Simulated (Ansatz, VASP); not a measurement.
# CuI: VASP beside Ansatz

```
Cu I
1.0
     4.02290    0.00000    0.00000
     0.00000    4.02290    0.00000
     0.00000    0.00000    5.65060
Cu I
2 2
Direct
  0.00000 0.00000 0.00000
  0.50000 0.50000 0.00000
  0.00000 0.50000 0.29130
  0.50000 0.00000 0.70870
```

Alike in both runs: task relaxation of cell and atoms; functional PBEsol; k mesh 6 × 6 × 4; no spin polarisation.

|  | VASP | Ansatz |
| --- | --- | --- |
| version | VASP 6.6.1 | Ansatz 0.2.0 |
| potentials or method | VASP PAW PBE potentials, release 64 (Cu, I), cutoff 600 eV | plane waves, PAW |
| occupations | gaussian, width 0.01 eV | fixed |
| valence electrons in the cell | 36 | 72 |

|  | VASP | Ansatz | Ansatz less VASP |
| --- | --- | --- | --- |
| relaxed volume (Å³/atom) | 26.05 | 25.97 | -0.079 |
| relaxed cell length with the largest relative difference (Å) | 4.015 | 4.008 | -0.0069 |

VASP's potentials were made for PBE, not for PBEsol. VASP's potentials hold 36 valence electrons a cell and Ansatz's 72, so a difference there can come from the potentials and not from the codes.

Neither program's run includes spin-orbit coupling.
